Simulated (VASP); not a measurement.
A run of VASP 6.6.1 is set up as follows.

File INCAR:

```
PREC = Accurate
ENCUT = 520
EDIFF = 1E-6
ISMEAR = -1
SIGMA = 0.05
LREAL = False
LASPH = True
NELM = 100
ALGO = Normal
ISIF = 2
LWAVE = False
LCHARG = False
GGA = PE
IVDW = 12
NBANDS = 63
```

Contents of KPOINTS:

```
regular mesh
0
Gamma
  4 4 3
```

Contents of POSCAR:

```
HfIn4SiO6
1.0
    3.2302300000     -5.5776800000     -0.0247000000
    3.2302300000      5.5776800000     -0.0247000000
   -1.4906800000      0.0000000000      6.3203000000
Hf In Si O
1 4 1 6
Direct
    0.1017800000      0.1017800000      0.0091200000
    0.7922200000      0.4820400000      0.0081800000
    0.4820400000      0.7922200000      0.0081800000
    0.5447200000      0.2198300000      0.4839800000
    0.2198300000      0.5447200000      0.4839800000
    0.8543300000      0.8543300000      0.4452300000
    0.8350000000      0.5882200000      0.3810400000
    0.5882200000      0.8350000000      0.3810400000
    0.0289900000      0.0289900000      0.2950000000
    0.9792000000      0.9792000000      0.6955500000
    0.4285200000      0.1451400000      0.0743500000
    0.1451400000      0.4285200000      0.0743500000
```

Potentials or basis: VASP PAW PBE potentials, release 64 (Hf_pv, In_d, Si, O).

Command:

```bash
$ cat potpaw_PBE.64/Hf_pv/POTCAR potpaw_PBE.64/In_d/POTCAR potpaw_PBE.64/Si/POTCAR potpaw_PBE.64/O/POTCAR > POTCAR
$ mpirun -np 1 vasp_std > vasp.out
```

Problem. Estimate the pressure.

Solution. -1.8 GPa.

Problem. Estimate the dispersion energy per atom.

Solution. -0.187 eV.

Problem. Predict the band gap on the k mesh.

Solution. 0.55 eV (least direct gap 0.81 eV).

Problem. Predict the largest force.

Solution. 0.192 eV/Å.

Forces on the atoms (eV/Å):
```
Hf  -0.001  0.000  0.023
In   0.014  0.013 -0.015
In   0.014 -0.013 -0.015
In  -0.010  0.002  0.010
In  -0.010 -0.002  0.010
Si   0.025  0.000  0.014
O   -0.025 -0.038 -0.015
O   -0.025  0.038 -0.015
O    0.099  0.000 -0.149
O    0.038  0.000  0.188
O   -0.060  0.087 -0.017
O   -0.060 -0.087 -0.017
```

Caveat: three body term missing; spin-orbit coupling is left out, which moves the levels of the heavy elements; an odd mesh through Γ misses points on the zone boundary, where band edges can lie.
